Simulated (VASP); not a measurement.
Set up this calculation in VASP 6.6.1, as the native input.

```yaml
Task: single point
Functional: LDA
Potentials_or_basis: VASP PAW LDA potentials, release 64 (Be)
Cutoff: 520 eV
k_mesh: 26 × 26 × 15
Occupations: fermi-dirac, width 0.1 eV
Spin: no spin polarisation
Dipole_correction: no
Further_INCAR_settings: ALGO = Normal; EDIFF = 1e-06; NBANDS = 9
```

The structure of Be lies in POSCAR:

```
Be
1.0
    2.2295160350      0.0000000000      0.0000000000
   -1.1147580175      1.9308175244      0.0000000000
    0.0000000000      0.0000000000      3.5083258360
Be
2
Direct
    0.3333333333      0.6666666667      0.2500000000
    0.6666666667      0.3333333333      0.7500000000
```

One way to write it, as run:

INCAR

```
PREC = Accurate
ENCUT = 520
EDIFF = 1E-6
ISMEAR = -1
SIGMA = 0.1
LREAL = F
LASPH = T
NELM = 80
ALGO = Normal
ISIF = 2
LWAVE = F
LCHARG = F
GGA = CA
NBANDS = 9
```

KPOINTS

```
regular mesh
0
Gamma
  26 26 15
```

Potentials or basis: VASP PAW LDA potentials, release 64 (Be).

Run with:

```console
$ cat potpaw_LDA.64/Be/POTCAR > POTCAR
$ mpirun -np 1 vasp_std > vasp.out
```

Results of the run:

```
Pressure               : 0.4 GPa
Band gap on the k mesh : zero (bands 2 and 3 overlap by 1.72 eV)
```

It took 50 s on 1 thread of Intel(R) Xeon(R) Platinum 8259CL CPU @ 2.50GHz (Skylake/Cascade Lake) (shared host), peak memory 0.17 GiB.
